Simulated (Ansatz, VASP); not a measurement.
One calculation of Zr3Si2, two programs

```
Zr Si
1.0
     7.10277    0.00000    0.00000
     0.00000    7.10277    0.00000
     0.00000    0.00000    3.71374
Zr Si
6 4
Direct
  0.17400 0.67400 0.50000
  0.82600 0.32600 0.50000
  0.32600 0.17400 0.50000
  0.67400 0.82600 0.50000
  0.00000 0.00000 0.00000
  0.50000 0.50000 0.00000
  0.62263 0.12263 0.00000
  0.37737 0.87737 0.00000
  0.87737 0.62263 0.00000
  0.12263 0.37737 0.00000
```

Alike in both runs: functional PBEsol; k mesh 6 × 6 × 10; occupations gaussian, width 0.1 eV; no spin polarisation.

Ansatz relaxed the structure, and its values are those at the end. VASP's run is a single point on that final structure, the one shown.

```csv
,VASP,Ansatz
version,VASP 6.6.1,Ansatz 0.2.0
potentials or method,"VASP PAW PBE potentials, release 64 (Zr_sv, Si), cutoff 520 eV","scalar-relativistic, plane waves, PAW"
valence electrons in the cell,88,88
```

|  | VASP | Ansatz | Ansatz less VASP |
| --- | --- | --- | --- |
| gap on the k mesh at the Fermi level (eV) | none | none | - |
| pressure (GPa) | -3.6 | -3.8 | -0.15 |

VASP's potentials were made for PBE, not for PBEsol. A gap of «none» marks a metal or a gap that the smearing closes. Ansatz's warnings: stress scf threshold loose.
